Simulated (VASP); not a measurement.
# Cs2TiTlF6 (Fm-3m) in VASP: density of states with PBEsol

Aim: the density of states of Cs2TiTlF6 with PBEsol.

Program: VASP 6.6.1. These are calculated values, not measurements. Logs are shortened: lines on timing, memory, paths and dates and some standing lists are left out, and cuts for length are marked.

### Step 1. The cell of the first run

Symmetry: Fm-3m, No. 225, cubic system. The conventional cell has a = 9.147 Å, b = 9.147 Å, c = 9.147 Å, α = 90.00°, β = 90.00°, γ = 90.00°. Within 2.5 Å of Ti (site symmetry m-3m) lie 6 F at 1.92 Å. F (site symmetry 4mm) has 1 Ti at 1.92 Å within 2.5 Å. Cs (site symmetry -43m) has 12 F at 3.25 Å and 4 Ti at 3.96 Å and 4 Tl at 3.96 Å within 4.3 Å. Tl (site symmetry m-3m) has 6 F at 2.65 Å within 3.5 Å.

### Step 2. Density of states, PBEsol

POSCAR reads:

```
Cs2TiTlF6
1.0
    0.0000000000      4.5733839100      4.5733839100
    4.5733839100      0.0000000000      4.5733839100
    4.5733839100      4.5733839100      0.0000000000
Ti F Cs Tl
1 6 2 1
Direct
    0.0000000000      0.0000000000      0.0000000000
    0.7900000000      0.2100000000      0.2100000000
    0.2100000000      0.7900000000      0.2100000000
    0.2100000000      0.7900000000      0.7900000000
    0.7900000000      0.2100000000      0.7900000000
    0.2100000000      0.2100000000      0.7900000000
    0.7900000000      0.7900000000      0.2100000000
    0.2500000000      0.2500000000      0.2500000000
    0.7500000000      0.7500000000      0.7500000000
    0.5000000000      0.5000000000      0.5000000000
```

INCAR.step1 reads:

```
PREC = Accurate
ENCUT = 520
EDIFF = 1E-6
ISMEAR = 1
SIGMA = 0.0653
LREAL = False
LASPH = True
NELM = 80
ALGO = Normal
ISIF = 2
LWAVE = False
LCHARG = True
LMAXMIX = 4
GGA = PS
NBANDS = 54
```

KPOINTS.step1 reads:

```
Automatic mesh
0
Gamma
  5 5 5
```

INCAR.step2 reads:

```
PREC = Accurate
ENCUT = 520
EDIFF = 1E-6
ISMEAR = -5
SIGMA = 0.0653
LREAL = False
LASPH = True
NELM = 80
ALGO = Normal
ISIF = 2
LWAVE = False
LCHARG = False
LMAXMIX = 4
GGA = PS
LORBIT = 10
NEDOS = 1001
ICHARG = 11
```

KPOINTS.step2 reads:

```
Automatic mesh
0
Gamma
  8 8 8
```

Potentials or basis: VASP PAW PBE potentials, release 64 (Ti_sv, F, Cs_sv, Tl_d).

On the command line:

```bash
$ cat potpaw_PBE.64/Ti_sv/POTCAR potpaw_PBE.64/F/POTCAR potpaw_PBE.64/Cs_sv/POTCAR potpaw_PBE.64/Tl_d/POTCAR > POTCAR
$ cp INCAR.step1 INCAR
$ cp KPOINTS.step1 KPOINTS
$ mpirun -np 1 vasp_std > vasp.out
$ cp INCAR.step2 INCAR
$ cp KPOINTS.step2 KPOINTS
$ mpirun -np 1 vasp_std > vasp.out
```

OUTCAR:

```text
PREC = Accurate
   ENCUT = 520
   EDIFF = 1E-6
   ISMEAR = -5
   LREAL = False
   LASPH = True
   NELM = 80
   ISIF = 2
   GGA = PS
   LORBIT = 10
   ICHARG = 11

 ion  position               nearest neighbor table
   1  0.000  0.000  0.000-   2 1.92   3 1.92   4 1.92   5 1.92   6 1.92   7 1.92
   2  0.790  0.210  0.210-   1 1.92  10 2.65
   3  0.210  0.790  0.210-   1 1.92  10 2.65
   4  0.210  0.790  0.790-   1 1.92  10 2.65
   5  0.790  0.210  0.790-   1 1.92  10 2.65
   6  0.210  0.210  0.790-   1 1.92  10 2.65
   7  0.790  0.790  0.210-   1 1.92  10 2.65
   8  0.250  0.250  0.250-
   9  0.750  0.750  0.750-
  10  0.500  0.500  0.500-   2 2.65   3 2.65   4 2.65   5 2.65   6 2.65   7 2.65

  LATTYP: Found a face centered cubic cell.
 ALAT       =     9.1467678200

  Lattice vectors:

 A1 = (   0.0000000000,   4.5733839100,   4.5733839100)
 A2 = (   4.5733839100,   0.0000000000,   4.5733839100)
 A3 = (   4.5733839100,   4.5733839100,   0.0000000000)

Analysis of symmetry for initial positions (statically):
=====================================================================
 Subroutine PRICEL returns:
 Original cell was already a primitive cell.

 Routine SETGRP: Setting up the symmetry group for a
 face centered cubic supercell.

 Subroutine GETGRP returns: Found 48 space group operations
 (whereof 48 operations were pure point group operations)
 out of a pool of 48 trial point group operations.

The static configuration has the point symmetry O_h .

Analysis of symmetry for dynamics (positions and initial velocities):
=====================================================================
 Subroutine PRICEL returns:
 Original cell was already a primitive cell.

 Routine SETGRP: Setting up the symmetry group for a
 face centered cubic supercell.

 Subroutine GETGRP returns: Found 48 space group operations
 (whereof 48 operations were pure point group operations)
 out of a pool of 48 trial point group operations.

The dynamic configuration has the point symmetry O_h .

 Subroutine INISYM returns: Found 48 space group operations
 (whereof 48 operations are pure point group operations),
 and found     1 'primitive' translations

----------------------------------------------------------------------------------------

                                     Primitive cell

  volume of cell :     191.3123

  direct lattice vectors                    reciprocal lattice vectors
     0.000000000  4.573383910  4.573383910    -0.109328237  0.109328237  0.109328237
     4.573383910  0.000000000  4.573383910     0.109328237 -0.109328237  0.109328237
     4.573383910  4.573383910  0.000000000     0.109328237  0.109328237 -0.109328237

  length of vectors
     6.467741551  6.467741551  6.467741551     0.189362061  0.189362061  0.189362061

  position of ions in fractional coordinates (direct lattice)
     0.000000000  0.000000000  0.000000000
     0.790000000  0.210000000  0.210000000
     0.210000000  0.790000000  0.210000000
     0.210000000  0.790000000  0.790000000
     0.790000000  0.210000000  0.790000000
     0.210000000  0.210000000  0.790000000
     0.790000000  0.790000000  0.210000000
     0.250000000  0.250000000  0.250000000
     0.750000000  0.750000000  0.750000000
     0.500000000  0.500000000  0.500000000

  ion indices of the primitive-cell ions
   primitive index   ion index
                 1           1
                 2           2
                 3           3
                 4           4
                 5           5
                 6           6
                 7           7
                 8           8
                 9           9
                10          10

----------------------------------------------------------------------------------------

 KPOINTS: Automatic mesh

Automatic generation of k-mesh.
 Grid dimensions read from file:
 generate k-points for:    8    8    8

 Generating k-lattice:

  Cartesian coordinates                     Fractional coordinates (reciprocal lattice)
    -0.013666030  0.013666030  0.013666030     0.125000000  0.000000000  0.000000000
     0.013666030 -0.013666030  0.013666030     0.000000000  0.125000000  0.000000000
     0.013666030  0.013666030 -0.013666030     0.000000000  0.000000000  0.125000000

  Length of vectors
     0.023670258  0.023670258  0.023670258

  Shift w.r.t. Gamma in fractional coordinates (k-lattice)
     0.000000000  0.000000000  0.000000000

 TETIRR: Found     76 inequivalent tetrahedra from     3072

 Subroutine IBZKPT returns following result:
 ===========================================

 Found     29 irreducible k-points:

 Following reciprocal coordinates:
            Coordinates               Weight
  0.000000  0.000000  0.000000      1.000000
  0.125000  0.000000  0.000000      8.000000
  0.250000  0.000000  0.000000      8.000000
  0.375000  0.000000  0.000000      8.000000
  0.500000  0.000000  0.000000      4.000000
  0.125000  0.125000  0.000000      6.000000
[... 16 lines left out ...]
  0.500000  0.250000  0.125000     48.000000
 -0.375000  0.250000  0.125000     24.000000
 [... further k-points ...]
   k-points           NKPTS =     29   k-points in BZ     NKDIM =     29   number of bands    NBANDS=     51
   number of dos      NEDOS =   1001   number of ions     NIONS =     10
   total plane-waves  NPLWV = 110592
   dimension x,y,z NGX =    48 NGY =   48 NGZ =   48
   dimension x,y,z NGXF=    96 NGYF=   96 NGZF=   96
   ions per type =               1   6   2   1
   NGX,Y,Z   is equivalent  to a cutoff of  12.34, 12.34, 12.34 a.u.
   NGXF,Y,Z  is equivalent  to a cutoff of  24.68, 24.68, 24.68 a.u.
 SYSTEM =  unknown system
   PREC   = accura    normal or accurate (medium, high low for compatibility)
   ISTART =      0    job   : 0-new  1-cont  2-samecut
   ICHARG =     11    charge: 1-file 2-atom 10-const
   ISPIN  =      1    spin polarized calculation?
   LNONCOLLINEAR =      F non collinear calculations
   LSORBIT =      F    spin-orbit coupling
   LASPH  =      T    aspherical Exc in radial PAW
   ENCUT  =  520.0 eV  38.22 Ry    6.18 a.u.  12.03 12.03 12.03*2*pi/ulx,y,z
   NELM   =     80;   NELMIN=  2; NELMDL=  0     # of ELM steps
   EDIFF  = 0.1E-05   stopping-criterion for ELM
   LREAL  =      F    real-space projection
   EDIFFG = 0.1E-04   stopping-criterion for IOM
   NSW    =      0    number of steps for IOM
   IBRION =     -1    ionic relax: 0-MD 1-quasi-New 2-CG
   NFREE  =      0    steps in history (QN), initial steepest desc. (CG)
   ISIF   =      2    stress and relaxation
   ISYM   =      2    0-nonsym 1-usesym 2-fastsym
   POTIM  = 0.5000    time-step for ionic-motion
   TEBEG  =    0.0;   TEEND  =   0.0 temperature during run
   PSTRESS=    0.0 pullay stress
   NELECT =      85.0000    total number of electrons
   NUPDOWN=      -1.0000    fix difference up-down
   EMIN   =  10.00;   EMAX   =-10.00  energy-range for DOS
   EFERMI =   0.00;   METHOD = LEGACY
   ISMEAR =    -5;   SIGMA  =   0.07  broadening in eV -4-tet -1-fermi 0-gaus
   EFERMI_NEDOS =   21; number of points for ismear=-14 and -15
   IALGO  =     38    algorithm
   IMIX   =      4    mixing-type and parameters
     AMIX     =   0.40;   BMIX     =  1.00
     AMIX_MAG =   1.60;   BMIX_MAG =  1.00
  volume/ion in A,a.u.               =      19.13       129.10
  Fermi-wavevector in a.u.,A,eV,Ry     =   1.249204  2.360654 21.232047  1.560511
  Thomas-Fermi vector in A             =   2.383256
   LORBIT       =     10    0 simple, 1 ext, 2 COOP (PROOUT), +10 PAW based schemes
   GGA     = PS    functional components
   LHFCALC =     F    Hartree Fock is set to
   AEXX    =    0.0000 exact exchange contribution
   IVDW    =     0    specifies the selected vdW correction
   LEPSILON=     F    determine dielectric tensor
   LRPA    =     F    only Hartree local field effects (RPA)
 non-spin polarized calculation
 Fermi weights with tetrahedron method with Bloechl corrections
  energy-cutoff  :      520.00
  volume of cell :      191.31
 maximum number of plane-waves:      5174

 number of electron      85.0000008 magnetization

 Free energy of the ion-electron system (eV)
  ---------------------------------------------------
  ext. energy  EPLUGINS =         0.00000000
  ---------------------------------------------------
  free energy    TOTEN  =       -52.50182934 eV

  energy without entropy =      -52.50182934  energy(sigma->0) =      -52.50182934

 E-fermi :   5.2574     XC(G=0):  -9.4099

 val. band max:        5.2553470185   @ k =   0.3750   0.2500   0.1250
 cond. band min:       5.2613324327   @ k =   0.5000   0.2500   0.0000
 fundamental gap:      0.0059854143
 Fermi energy:         5.2573800211

 k-point     1 :       0.0000    0.0000    0.0000
  band No.  band energies     occupation
      1     -53.8179      2.00000
      2     -30.3776      2.00000
      3     -30.3776      2.00000
      4     -30.3776      2.00000
      5     -20.8758      2.00000
      6     -20.5299      2.00000
[... 43 lines left out ...]
     50       6.8719      0.00000
     51       7.1825      0.00000

 k-point     2 :       0.1250    0.0000    0.0000
  band No.  band energies     occupation
      1     -53.8179      2.00000
      2     -30.3776      2.00000
      3     -30.3776      2.00000
      4     -30.3776      2.00000
      5     -20.8682      2.00000
      6     -20.5303      2.00000
[... 43 lines left out ...]
     50       7.0170      0.00000
     51       7.5116      0.00000

 k-point     3 :       0.2500    0.0000    0.0000
  band No.  band energies     occupation
      1     -53.8179      2.00000
      2     -30.3777      2.00000
      3     -30.3776      2.00000
      4     -30.3776      2.00000
      5     -20.8489      2.00000
      6     -20.5317      2.00000
[... 43 lines left out ...]
     50       7.4092      0.00000
     51       8.1550      0.00000
[... 1027 lines left out ...]
 k-point    23 :       0.5000    0.2500    0.1250
  band No.  band energies     occupation
      1     -53.8179      2.00000
      2     -30.3777      2.00000
      3     -30.3776      2.00000
      4     -30.3776      2.00000
      5     -20.8192      2.00000
      6     -20.5403      2.00000
[... 43 lines left out ...]
     50       8.0482      0.00000
     51       8.3161      0.00000

 k-point    24 :      -0.3750    0.2500    0.1250
  band No.  band energies     occupation
      1     -53.8179      2.00000
      2     -30.3777      2.00000
      3     -30.3776      2.00000
      4     -30.3776      2.00000
      5     -20.8123      2.00000
      6     -20.5415      2.00000
[... 43 lines left out ...]
     50       8.2199      0.00000
     51       8.2949      0.00000

 [... further k-points ...]
[... 5 lines left out ...]
  --------------------------------------------------------------------------------------
  -------------------------------------------------------------------------------------
  Total        2.6843750      2.6843750      2.6843750      0.0000000      0.0000000     -0.0000000
  in kB       22.4807496     22.4807496     22.4807496      0.0000000      0.0000000     -0.0000000
  external PRESSURE =      22.4807496 kB  Pullay stress =       0.0000000 kB

 VOLUME and BASIS-vectors are now :
 -----------------------------------------------------------------------------
  energy-cutoff  :      520.00
  volume of cell :      191.31
      direct lattice vectors                 reciprocal lattice vectors
     0.000000000  4.573383910  4.573383910    -0.109328237  0.109328237  0.109328237
     4.573383910  0.000000000  4.573383910     0.109328237 -0.109328237  0.109328237
     4.573383910  4.573383910  0.000000000     0.109328237  0.109328237 -0.109328237

 POSITION                                       TOTAL-FORCE (eV/Angst)
 -----------------------------------------------------------------------------------
      0.00000      0.00000      0.00000        -0.000000     -0.000000      0.000000
      1.92082      4.57338      4.57338         0.606334     -0.000000      0.000000
      4.57338      1.92082      4.57338        -0.000000      0.606334      0.000000
      7.22595      4.57338      4.57338        -0.606334     -0.000000      0.000000
      4.57338      7.22595      4.57338        -0.000000     -0.606334      0.000000
      4.57338      4.57338      1.92082        -0.000000     -0.000000      0.606334
      4.57338      4.57338      7.22595        -0.000000     -0.000000     -0.606334
      2.28669      2.28669      2.28669        -0.000000     -0.000000      0.000000
      6.86008      6.86008      6.86008        -0.000000     -0.000000      0.000000
      4.57338      4.57338      4.57338        -0.000000     -0.000000      0.000000
 -----------------------------------------------------------------------------------
    total drift:                               -0.000000     -0.000000     -0.000000

  FREE ENERGIE OF THE ION-ELECTRON SYSTEM (eV)
  ---------------------------------------------------
  free  energy   TOTEN  =       -52.5018293416 eV

  energy  without entropy=      -52.5018293416  energy(sigma->0) =      -52.50182934

 total charge

# of ion       s       p       d       tot
------------------------------------------
    1        2.192   6.252   1.872  10.315
    2        1.738   4.346   0.000   6.083
    3        1.738   4.346   0.000   6.083
    4        1.738   4.346   0.000   6.083
    5        1.738   4.346   0.000   6.083
    6        1.738   4.346   0.000   6.083
    7        1.738   4.346   0.000   6.083
    8        1.844   4.701   0.024   6.569
    9        1.844   4.701   0.024   6.569
   10        1.315   0.148   9.683  11.146
--------------------------------------------------
tot         17.622  41.874  11.603  71.099
```

It took 4.1 min on 1 thread of Intel Xeon Platinum 8375C at 2.90GHz (Ice Lake), shared host; peak memory 0.47 GiB.

What came out:

```yaml
Valence_electrons_inside_the_program's_atomic_spheres: Ti 10.31; F 6.08; Cs 6.57; Tl 11.15
```

Caveat: the PAW data sets were made with another functional, which shifts forces and pressure a little; spin-orbit coupling is left out, which moves the levels of the heavy elements; an odd number of electrons without spin polarisation forces a metal; a magnetic or distorted state may lie lower; semilocal functionals often make such compounds metallic where correlation or magnetic order opens a gap, which also shifts bond lengths; tetrahedron occupations give inexact forces and stress in metals.
